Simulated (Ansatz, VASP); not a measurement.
One calculation of C, two programs

```
C
1.0
     1.23250    0.71158    3.36139
    -1.23250    0.71158    3.36139
     0.00000   -1.42317    3.36139
C
2
Direct
  0.16664 0.16664 0.18772
  0.83336 0.83336 0.81228
```

Change from the starting cell: mode 4 frozen in at +0.071 Å and mode 6 at -0.030 Å (largest displacements).

Alike in both runs: task single point; functional PBE; dispersion D3(BJ); k mesh 15 × 15 × 15; occupations gaussian, width 0.05 eV; no spin polarisation.

```csv
,VASP,Ansatz
version,VASP 6.6.1,Ansatz 0.2.0
potentials or method,"VASP PAW PBE potentials, release 64 (C), cutoff 520 eV","scalar-relativistic, plane waves, PAW"
valence electrons in the cell,8,8
```

Ansatz gave:

```
gap on the k mesh at the Fermi level (eV)                     : 0.39
least direct gap on the mesh (eV)                             : 0.39
pressure (GPa)                                                : 0.6
traceless stress, the component that is largest in VASP (GPa) : 7.47
rms of the force components (eV/Å)                            : 2.325
```

Q: What did VASP give for the same quantities?

A: gap on the k mesh at the Fermi level (eV): 0.39; least direct gap on the mesh (eV): 0.39; pressure (GPa): 1.0; traceless stress, the component that is largest in VASP (GPa): 7.83; rms of the force components (eV/Å): 2.326.

Atom by atom the forces differ by 0.006 eV/Å (rms over components).
